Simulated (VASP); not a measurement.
Write the native input for VASP 6.6.1 that does the following.

- Task: electric field gradients
- Functional: PBEsol
- Potentials or basis: VASP PAW PBE potentials, release 64 (B, N)
- Cutoff: 520 eV
- k mesh: 13 × 13 × 13
- Occupations: fermi-dirac, width 0.03 eV
- Spin: no spin polarisation
- Dipole correction: no
- Further INCAR settings: ALGO = Normal; EDIFF = 1e-08; NBANDS = 11

The structure of BN lies in POSCAR:

```
BN
1.0
    0.0000000000      1.8135050275      1.8135050275
    1.8135050275      0.0000000000      1.8135050275
    1.8135050275      1.8135050275      0.0000000000
B N
1 1
Direct
    0.0000000000      0.0000000000      0.0000000000
    0.7500000000      0.7500000000      0.7500000000
```

This cell differs from its parent crystal: volume scaled by 1.01.

These files were run (other wordings do the same):

INCAR

```
SYSTEM = BN
ALGO = Normal ; EDIFF = 1E-8
ENCUT = 520 ; GGA = PS
ISIF = 2 ; ISMEAR = -1
LASPH = .True. ; LCHARG = .False.
LEFG = .True. ; LREAL = .False.
LWAVE = .False. ; NBANDS = 11
NELM = 80 ; PREC = Accurate
SIGMA = 0.03
```

KPOINTS

```
k-points
0
Gamma
  13 13 13
  0 0 0
```

Potentials or basis: VASP PAW PBE potentials, release 64 (B, N).

Run with:

```console
$ cat potpaw_PBE.64/B/POTCAR potpaw_PBE.64/N/POTCAR > POTCAR
$ mpirun -np 1 vasp_std > vasp.out
```

Results of the run:

| Item | Value |
| --- | --- |
| Pressure | -6.0 GPa |
| Band gap on the k mesh | 4.34 eV, indirect (least direct gap 8.72 eV) |

Caveat: without QUAD_EFG the Cq values of the log hold for a quadrupole moment of 1 mb, not for the nuclei; the PAW data sets were made with another functional, which shifts forces and pressure a little.

It took 9.6 s on 1 thread of Intel(R) Xeon(R) 6975P-C (Granite Rapids), with other jobs on the host, peak memory 0.12 GiB.
